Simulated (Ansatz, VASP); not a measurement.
# Pd: VASP beside Ansatz

```xyz
1
Lattice="2.5703 0.0000 0.0000 0.0000 2.5703 0.0000 0.0000 0.0000 2.5703" Properties=species:S:1:pos:R:3 pbc="T T T"
Pd    0.0000    0.0000    0.0000
```

Change from the starting cell: volume scaled by 0.95, PAW files.

Alike in both runs: task single point; functional PBE; k mesh 15 × 15 × 15; occupations fermi-dirac, width 0.08 eV; no spin polarisation.

|  | VASP | Ansatz |
| --- | --- | --- |
| version | VASP 6.6.1 | Ansatz 0.2.0 |
| potentials or method | VASP PAW PBE potentials, release 64 (Pd) | PAW with Ansatz's default frozen-core files, scalar-relativistic |
| plane-wave cutoff (eV) | 520 | 420 |
| valence electrons in the cell | 10 | 18 |

```csv
,VASP,Ansatz,Ansatz less VASP
pressure (GPa),6.7,7.1,+0.41
```

The functional is the same, so the differences come from potentials, cutoffs and numerics. VASP's potentials hold 10 valence electrons a cell and Ansatz's 18, so a difference there can come from the potentials and not from the codes.
